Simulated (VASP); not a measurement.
Ni: single point with revPBE

The system is Ni, a slab with vacuum.

```
Ni
1.0
     2.48804    0.00000    0.00000
     0.00000    3.51862    0.00000
     0.00000    0.00000   18.48800
Ni
3
Direct
  0.00000 0.00000 0.43769
  0.50000 0.50000 0.50000
  0.00000 0.00000 0.56231
```

* Program: VASP 6.6.1
* Task: single point
* Functional: revPBE
* Potentials or basis: VASP PAW PBE potentials, release 64 (Ni)
* Cutoff: 520 eV
* k mesh: 15 × 10 × 1
* Occupations: fermi-dirac, width 0.05 eV
* Spin: collinear spin, ferromagnetic start
* Starting moments: [1.0, 1.0, 1.0] μB
* Dipole correction: yes
* Further INCAR settings: ALGO = Normal; EDIFF = 1e-06; NBANDS = 26; NELMDL = -8

| Quantity | Value |
| --- | --- |
| Largest force | 0.199 eV/Å |
| Net moment | 2.30 μB per cell |
| Site moments | Ni +0.81, +0.66 (each value once) μB |
| Valence electrons inside the program's atomic spheres | Ni 9.14, 9.27 (each value once) |

Forces in eV/Å, atoms in the order of the input:
```
Ni   0.000  0.000 -0.199
Ni   0.000  0.000  0.000
Ni   0.000  0.000  0.199
```

Levels at points of the mesh, in eV from the Fermi level:
Spin up:
```tsv
k point	band 12	band 13	band 14	band 15	band 16	band 17	band 18	band 19	band 20	band 21
(0.00, 0.00, 0.00)	-1.38	-1.17	-1.16	-1.05	-0.71	-0.53	1.39	3.83	4.15	4.66
(0.00, 0.50, 0.00)	-1.34	-1.07	-0.79	-0.76	-0.61	-0.53	0.72	1.36	2.78	6.08
```
Spin down:
| k point | band 12 | band 13 | band 14 | band 15 | band 16 | band 17 |
| --- | --- | --- | --- | --- | --- | --- |
| (0.00, 0.00, 0.00) | -0.63 | -0.36 | -0.22 | -0.12 | -0.05 | 0.44 |
| (0.00, 0.50, 0.00) | -0.42 | -0.16 | -0.05 | 0.03 | 0.18 | 0.38 |

Wall time 8 min on 1 thread of Intel(R) Xeon(R) 6975P-C (Granite Rapids), with other jobs on the host, peak memory 0.5 GiB.

Caveat: the PAW data sets were made with another functional, which shifts forces and pressure a little.
